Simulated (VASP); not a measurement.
# Ga (Pm-3m) in VASP: further runs, part 2 of 2

VASP 6.6.1.

## 3. Single point, PBE

This run uses another cell than the first one, of 19.32 Å³/atom.

Input file INCAR:

```
SYSTEM = Ga
PREC = Accurate ; ENCUT = 520
EDIFF = 1E-7 ; ISMEAR = -1
SIGMA = 0.06122561905347299 ; LREAL = .False.
LASPH = .True. ; NELM = 80
ALGO = Normal ; ISIF = 2
LWAVE = .False. ; LCHARG = .False.
GGA = PE ; NBANDS = 12
```

Input file KPOINTS:

```
Automatic mesh
0
Gamma
  40 40 40
  0 0 0
```

Input file POSCAR:

```
Ga
1.0
    2.6834174862      0.0000000000      0.0000000000
    0.0000000000      2.6834174862      0.0000000000
    0.0000000000      0.0000000000      2.6834174862
Ga
1
Direct
    0.0000000000      0.0000000000      0.0000000000
```

Potentials or basis: VASP PAW PBE potentials, release 64 (Ga_d).

Started as:

```
$ cat potpaw_PBE.64/Ga_d/POTCAR > POTCAR
$ mpirun -np 1 vasp_std > vasp.out
```

OUTCAR:

```text
SYSTEM = Ga
   PREC = Accurate
   ENCUT = 520
   EDIFF = 1E-7
   ISMEAR = -1
   LREAL = .False.
   LASPH = .True.
   NELM = 80
   ISIF = 2
   GGA = PE

 ion  position               nearest neighbor table
   1  0.000  0.000  0.000-

  LATTYP: Found a simple cubic cell.
 ALAT       =     2.6834174862

  Lattice vectors:

 A1 = (   2.6834174862,   0.0000000000,   0.0000000000)
 A2 = (   0.0000000000,   2.6834174862,   0.0000000000)
 A3 = (   0.0000000000,   0.0000000000,   2.6834174862)

Analysis of symmetry for initial positions (statically):
=====================================================================
 Subroutine PRICEL returns:
 Original cell was already a primitive cell.

 Routine SETGRP: Setting up the symmetry group for a
 simple cubic supercell.

 Subroutine GETGRP returns: Found 48 space group operations
 (whereof 48 operations were pure point group operations)
 out of a pool of 48 trial point group operations.

The static configuration has the point symmetry O_h .

Analysis of symmetry for dynamics (positions and initial velocities):
=====================================================================
 Subroutine PRICEL returns:
 Original cell was already a primitive cell.

 Routine SETGRP: Setting up the symmetry group for a
 simple cubic supercell.

 Subroutine GETGRP returns: Found 48 space group operations
 (whereof 48 operations were pure point group operations)
 out of a pool of 48 trial point group operations.

The dynamic configuration has the point symmetry O_h .

 Subroutine INISYM returns: Found 48 space group operations
 (whereof 48 operations are pure point group operations),
 and found     1 'primitive' translations

----------------------------------------------------------------------------------------

                                     Primitive cell

  volume of cell :      19.3226

[... 105 lines left out ...]
     AMIX     =   0.40;   BMIX     =  1.00
     AMIX_MAG =   1.60;   BMIX_MAG =  1.00
  volume/ion in A,a.u.               =      19.32       130.40
  Fermi-wavevector in a.u.,A,eV,Ry     =   1.434502  2.710815 27.997998  2.057795
  Thomas-Fermi vector in A             =   2.553903
   LORBIT       =      0    0 simple, 1 ext, 2 COOP (PROOUT), +10 PAW based schemes
   GGA     = PE    functional components
   LHFCALC =     F    Hartree Fock is set to
   AEXX    =    0.0000 exact exchange contribution
   IVDW    =     0    specifies the selected vdW correction
   LEPSILON=     F    determine dielectric tensor
   LRPA    =     F    only Hartree local field effects (RPA)
 non-spin polarized calculation
  energy-cutoff  :      520.00
  volume of cell :       19.32
 maximum number of plane-waves:       552
 NGX is ok and might be reduce to    20
   NGX =  9   NGY =  9   NGZ =  9

 number of electron      13.0000007 magnetization

 Free energy of the ion-electron system (eV)
  ---------------------------------------------------
  ext. energy  EPLUGINS =         0.00000000
  ---------------------------------------------------
  free energy    TOTEN  =        -2.82355591 eV

  energy without entropy =       -2.81808421  energy(sigma->0) =       -2.82082006

 E-fermi :   5.0698     XC(G=0): -10.8169

 val. band max:        5.0641178263   @ k =   0.4000   0.3750   0.1000
 cond. band min:       5.0699743722   @ k =   0.4500   0.4250   0.1750
 fundamental gap:      0.0058565459
 Fermi energy:         5.0698244312

 k-point     1 :       0.0000    0.0000    0.0000
  band No.  band energies     occupation
      1     -10.0907      2.00000
      2     -10.0907      2.00000
      3      -9.5304      2.00000
      4      -9.5304      2.00000
      5      -9.5304      2.00000
      6      -5.7398      2.00000
      7      14.2795      0.00000
      8      14.2795      0.00000
      9      14.2795      0.00000
     10      17.1963      0.00000
     11      17.1963      0.00000
     12      19.8573      0.00000
[... 331 lines left out ...]
 k-point    24 :       0.0750    0.0250    0.0000
  band No.  band energies     occupation
      1     -10.0865      2.00000
      2     -10.0693      2.00000
      3      -9.5400      2.00000
      4      -9.5389      2.00000
      5      -9.5307      2.00000
      6      -5.6094      2.00000
      7      12.5558      0.00000
      8      14.1333      0.00000
      9      14.4164      0.00000
     10      17.4673      0.00000
     11      18.5162      0.00000
     12      20.6964      0.00000

 [... further k-points ...]
[... 5 lines left out ...]
  --------------------------------------------------------------------------------------
  -------------------------------------------------------------------------------------
  Total        0.2612162      0.2612162      0.2612162      0.0000000      0.0000000     -0.0000000
  in kB       21.6593790     21.6593790     21.6593790      0.0000000      0.0000000     -0.0000000
  external PRESSURE =      21.6593790 kB  Pullay stress =       0.0000000 kB

 VOLUME and BASIS-vectors are now :
 -----------------------------------------------------------------------------
  energy-cutoff  :      520.00
  volume of cell :       19.32
      direct lattice vectors                 reciprocal lattice vectors
     2.683417486  0.000000000  0.000000000     0.372659120  0.000000000  0.000000000
     0.000000000  2.683417486  0.000000000     0.000000000  0.372659120  0.000000000
     0.000000000  0.000000000  2.683417486     0.000000000  0.000000000  0.372659120

 POSITION                                       TOTAL-FORCE (eV/Angst)
 -----------------------------------------------------------------------------------
      0.00000      0.00000      0.00000         0.000000      0.000000      0.000000
 -----------------------------------------------------------------------------------
    total drift:                                0.000000      0.000000      0.000000

  FREE ENERGIE OF THE ION-ELECTRON SYSTEM (eV)
  ---------------------------------------------------
  free  energy   TOTEN  =        -2.8235559140 eV

  energy  without entropy=       -2.8180842131  energy(sigma->0) =       -2.82082006
```

OSZICAR:

```text
N       E                     dE             d eps       ncg     rms          rms(c)
DAV:   1     0.447945912653E+02    0.44795E+02   -0.67136E+03 45448   0.187E+03
DAV:   2    -0.535848921342E+00   -0.45330E+02   -0.43706E+02 44800   0.265E+02
DAV:   3    -0.282525939495E+01   -0.22894E+01   -0.22846E+01 49616   0.473E+01
DAV:   4    -0.284583626902E+01   -0.20577E-01   -0.20574E-01 47976   0.479E+00
DAV:   5    -0.284606940201E+01   -0.23313E-03   -0.23313E-03 50480   0.482E-01    0.950E-01
DAV:   6    -0.282616951304E+01    0.19900E-01   -0.42272E-02 52272   0.405E+00    0.468E-01
DAV:   7    -0.282376316153E+01    0.24064E-02   -0.68847E-03 58092   0.136E+00    0.139E-01
DAV:   8    -0.282354972989E+01    0.21343E-03   -0.71895E-04 47836   0.432E-01    0.148E-02
DAV:   9    -0.282355586631E+01   -0.61364E-05   -0.11652E-05 49296   0.355E-02    0.348E-03
DAV:  10    -0.282355611992E+01   -0.25361E-06   -0.59003E-07 52900   0.116E-02    0.566E-04
DAV:  11    -0.282355595887E+01    0.16106E-06   -0.21550E-08 31036   0.236E-03    0.183E-04
DAV:  12    -0.282355591404E+01    0.44832E-07   -0.31246E-09 24536   0.616E-04
   1 F= -.28235559E+01 E0= -.28208201E+01  d E =-.547170E-02
```

Wall time 88 s (1 thread of Intel Xeon 6975P-C (Granite Rapids), shared host); peak memory 0.47 GiB.

What came out:

```
Free energy            : -2.8236 eV
Pressure               : 2.2 GPa
Band gap on the k mesh : zero (an odd number of electrons rules out a gap without spin polarisation)
```

Levels at points of the mesh, in eV from the Fermi level:
| k point | band 2 | band 3 | band 4 | band 5 | band 6 | band 7 | band 8 | band 9 | band 10 | band 11 |
| --- | --- | --- | --- | --- | --- | --- | --- | --- | --- | --- |
| (0.00, 0.00, 0.00) | -15.16 | -14.60 | -14.60 | -14.60 | -10.81 | 9.21 | 9.21 | 9.21 | 12.13 | 12.13 |
| (0.50, 0.00, 0.00) | -14.82 | -14.75 | -14.75 | -14.59 | -6.25 | -4.27 | 12.80 | 12.80 | 15.96 | 16.77 |
| (0.50, 0.50, 0.00) | -14.96 | -14.73 | -14.73 | -14.45 | -1.50 | -0.71 | -0.71 | 4.23 | 16.50 | 20.87 |
| (0.50, 0.50, 0.50) | -14.97 | -14.97 | -14.44 | -14.44 | 2.71 | 2.71 | 2.71 | 4.22 | 8.31 | 8.31 |

## 4. Single point, PBE

Input file INCAR:

```
PREC     = Accurate       # precision mode
ENCUT    = 520            # plane-wave cutoff, eV
EDIFF    = 1E-6           # SCF threshold, eV
ISMEAR   = -1             # smearing method
SIGMA    = 0.06122561905347299 # smearing width, eV
LREAL    = F              # projectors in reciprocal space
LASPH    = T              # aspherical terms in the spheres
NELM     = 60             # most SCF steps
ALGO     = Normal         # electronic algorithm
ISIF     = 2              # what is computed and relaxed
LWAVE    = F              # write WAVECAR
LCHARG   = F              # write CHGCAR
GGA      = PE             # functional
NBANDS   = 12             # bands
```

Input file KPOINTS:

```
regular mesh
0
Gamma
  20 20 20
```

Input file POSCAR:

```
Ga
1.0
    2.6646517150      0.0000000000      0.0000000000
    0.0000000000      2.6646517150      0.0000000000
    0.0000000000      0.0000000000      2.6646517150
Ga
1
Direct
    0.0000000000      0.0000000000      0.0000000000
```

Started as:

```
$ cat potpaw_PBE.64/Ga_d/POTCAR > POTCAR
$ mpirun -np 1 vasp_std > vasp.out
```

Wall time 24 s (1 thread of Intel Xeon Platinum 8488C (Sapphire Rapids), shared host); peak memory 0.17 GiB.

The run converged. Its results:

| Quantity | Value |
| --- | --- |
| Free energy | -2.8171 eV |
| Pressure | 3.3 GPa |
| Band gap on the k mesh | zero (an odd number of electrons rules out a gap without spin polarisation) |

Levels at points of the mesh, in eV from the Fermi level:
| k point | band 3 | band 4 | band 5 | band 6 | band 7 | band 8 | band 9 | band 10 |
| --- | --- | --- | --- | --- | --- | --- | --- | --- |
| (0.00, 0.00, 0.00) | -14.60 | -14.60 | -14.60 | -10.96 | 9.36 | 9.36 | 9.36 | 12.27 |
| (0.50, 0.00, 0.00) | -14.77 | -14.77 | -14.59 | -6.28 | -4.37 | 13.04 | 13.04 | 16.18 |
| (0.50, 0.50, 0.00) | -14.74 | -14.74 | -14.45 | -1.41 | -0.74 | -0.74 | 4.23 | 16.86 |
| (0.50, 0.50, 0.50) | -14.99 | -14.44 | -14.44 | 2.76 | 2.76 | 2.76 | 4.48 | 8.38 |

Caveat: the cell stands under pressure.

## 5. Single point, PBE

Input file INCAR:

```
SYSTEM = Ga
PREC = Accurate
ENCUT = 520
EDIFF = 1E-6
ISMEAR = -1
SIGMA = 0.06122561905347299
LREAL = .FALSE.
LASPH = .TRUE.
NELM = 80
ALGO = Normal
ISIF = 2
LWAVE = .FALSE.
LCHARG = .TRUE.
GGA = PE
LELF = .TRUE.
LVHAR = .TRUE.
NBANDS = 12
```

Input file KPOINTS:

```
Automatic mesh
0
G
  20 20 20
  0 0 0
```

POSCAR is that of step 4.

Started as:

```
$ cat potpaw_PBE.64/Ga_d/POTCAR > POTCAR
$ mpirun -np 1 vasp_std > vasp.out
```

Wall time 30 s (1 thread of Intel Xeon Platinum 8488C (Sapphire Rapids), shared host); peak memory 0.17 GiB.

It converged, with:

```yaml
Free_energy: -2.8171 eV
Pressure: 3.3 GPa
Band_gap_on_the_k_mesh: zero (an odd number of electrons rules out a gap without spin polarisation)
```

Levels at points of the mesh, in eV from the Fermi level:
| k point | band 3 | band 4 | band 5 | band 6 | band 7 | band 8 | band 9 | band 10 |
| --- | --- | --- | --- | --- | --- | --- | --- | --- |
| (0.00, 0.00, 0.00) | -14.60 | -14.60 | -14.60 | -10.96 | 9.36 | 9.36 | 9.36 | 12.27 |
| (0.50, 0.00, 0.00) | -14.77 | -14.77 | -14.59 | -6.28 | -4.37 | 13.04 | 13.04 | 16.18 |
| (0.50, 0.50, 0.00) | -14.74 | -14.74 | -14.45 | -1.41 | -0.74 | -0.74 | 4.23 | 16.86 |
| (0.50, 0.50, 0.50) | -14.99 | -14.44 | -14.44 | 2.76 | 2.76 | 2.76 | 4.48 | 8.38 |

Caveat: the cell stands under pressure.

## 6. The runs side by side

```csv
cell,k mesh,gap on the mesh (eV),pressure (GPa)
"a = 2.665 Å, 1 atom",40 × 40 × 40,none,3.4
"a = 2.683 Å, 1 atom",40 × 40 × 40,none,2.2
"a = 2.665 Å, 1 atom",20 × 20 × 20,none,3.3
```

Alike in all rows: task single point; level PBE; potentials or basis VASP PAW PBE potentials, release 64 (Ga_d); no spin polarisation; cutoff (eV) 520; smearing fermi-dirac 0.0612256 eV.

Caveats: the cell stands under pressure (at least some runs).

Absolute energies hang on the potentials; compare differences alone.
